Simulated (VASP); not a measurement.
Runs of VASP 6.6.1 on Mo3N4. The structure is that of space group Pm-3m (No. 221), or close to it. The cells are those of the table. 

| task | cell | cutoff (eV) | gap on the mesh (eV) | pressure (GPa) |
| --- | --- | --- | --- | --- |
| single point | a = 4.166 Å, 7 atoms | 520 | none | (a) |
| relaxation of cell and atoms | relaxed from a = 4.164 Å, 7 atoms | 600 | none | 0.0 |
| relaxation of cell and atoms | relaxed to 2 GPa from a = 4.166 Å, 7 atoms | 600 | none | 2.0 |
| single point | a = 4.158 Å, 7 atoms | 520 | none | 2.5 |

Alike in all rows: level PBEsol; potentials or basis VASP PAW PBE potentials, release 64 (Mo_sv, N); no spin polarisation; k mesh 8 × 8 × 8; smearing fermi-dirac 0.15 eV.

Question: Fill in the values left out.

Answer: (a) 0.5.

Caveats: the PAW data sets were made with another functional, which shifts forces and pressure a little; the cell is relaxed towards a set pressure, so the enthalpy falls and the energy may rise (some runs).

A k mesh can miss the band edges, and the runs leave out spin-orbit coupling on Mo.

A gap of «none» marks levels without a gap at the run's occupations.
